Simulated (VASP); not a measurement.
Wanted: the native input for a VASP 6.6.1 run.

```
Task                   : relaxation of volume and atoms at fixed shape
Functional             : PBEsol
Potentials or basis    : VASP PAW PBE potentials, release 64 (Rb_sv)
Cutoff                 : 600 eV
k mesh                 : 6 × 6 × 6
Occupations            : methfessel-paxton, width 0.1 eV
Spin                   : no spin polarisation
Dipole correction      : no
Further INCAR settings : ALGO = Normal; EDIFF = 1e-07; IBRION = 2; EDIFFG = -0.02; NSW = 80; ISIF = 8
```

The structure of Rb lies in POSCAR:

```
Rb
1.0
   -2.8025000000      2.8025000000      2.8025000000
    2.8025000000     -2.8025000000      2.8025000000
    2.8025000000      2.8025000000     -2.8025000000
Rb
1
Direct
    0.0000000000      0.0000000000      0.0000000000
```

These files were run (other wordings do the same):

INCAR

```
PREC = Accurate
ENCUT = 600
EDIFF = 1E-7
ISMEAR = 1
SIGMA = 0.1
LREAL = F
LASPH = T
NELM = 80
ALGO = Normal
ISIF = 8
LWAVE = F
LCHARG = F
GGA = PS
IBRION = 2
NSW = 80
EDIFFG = -0.02
```

KPOINTS

```
Automatic mesh
0
Gamma
  6 6 6
```

Potentials or basis: VASP PAW PBE potentials, release 64 (Rb_sv).

Run with:

```console
$ cat potpaw_PBE.64/Rb_sv/POTCAR > POTCAR
$ mpirun -np 1 vasp_std > vasp.out
```

It gave:

| Quantity | Value |
| --- | --- |
| Pressure after relaxing | 0.0 GPa |
| Band gap on the k mesh | zero (an odd number of electrons rules out a gap without spin polarisation) |

Caveat: the PAW data sets were made with another functional, which shifts forces and pressure a little.

Run time: 13 s on 1 thread of Intel(R) Xeon(R) Platinum 8488C (Sapphire Rapids) (shared host), peak memory 0.22 GiB.
